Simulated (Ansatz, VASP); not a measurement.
**Two plane-wave programs on Hf**

INCAR

```
SYSTEM = Hf
  ALGO = Fast
  EDIFF = 1E-6
  ENCUT = 520
  GGA = PS
  ISIF = 2
  ISMEAR = 0
  LASPH = .TRUE.
  LCHARG = .FALSE.
  LREAL = .FALSE.
  LWAVE = .FALSE.
  NBANDS = 11
  NELM = 80
  PREC = Accurate
  SIGMA = 0.15
```

KPOINTS

```
k-points
0
G
  18 18 18
  0 0 0
```

The input POSCAR:

```
Hf
1.0
   -1.8952500000      1.8952500000      1.8501250000
    1.8952500000     -1.8952500000      1.8501250000
    1.8952500000      1.8952500000     -1.8501250000
Hf
1
Direct
    0.0000000000      0.0000000000      0.0000000000
```

Input for Ansatz:

```yaml
crystal:
  lattice:
    - [-1.89525, 1.89525, 1.850125]
    - [1.89525, -1.89525, 1.850125]
    - [1.89525, 1.89525, -1.850125]
  atoms:
    - { symbol: Hf, position: [0.0, 0.0, 0.0] }
basis:
  ecutwfc: 420
kpoints:
  mp_grid: { grid: [18, 18, 18] }
hamiltonian:
  xc: pbesol
scf:
  occupations: { method: gaussian, width: 0.15 }
output:
  forces: true
  stress: true
  eigenvalues: true
```

Change from the starting cell: strain +0.050 along x and y, +0.025 along z, atoms carried along.

Alike in both runs: task single point; functional PBEsol; k mesh 18 × 18 × 18; occupations gaussian, width 0.15 eV; no spin polarisation.

|  | VASP | Ansatz |
| --- | --- | --- |
| version | VASP 6.6.1 | Ansatz 0.2.0 |
| potentials or method | VASP PAW PBE potentials, release 64 (Hf_pv), cutoff 520 eV | scalar-relativistic, plane waves, PAW |
| valence electrons in the cell | 10 | 26 |

Ansatz gave:

```
gap on the k mesh at the Fermi level (eV)                     : none
pressure (GPa)                                                : -16.2
traceless stress, the component that is largest in VASP (GPa) : -0.90
```

Task: Estimate VASP's values.

Result: gap on the k mesh at the Fermi level (eV): none; pressure (GPa): -16.5; traceless stress, the component that is largest in VASP (GPa): -0.91.

VASP's potentials were made for PBE, not for PBEsol. A gap of «none» marks a metal or a gap that the smearing closes. With one functional, cell and mesh, what is left measures potentials, basis and numerics. VASP's potentials hold 10 valence electrons a cell and Ansatz's 26, so a difference there can come from the potentials and not from the codes.

Spin-orbit coupling is off throughout.
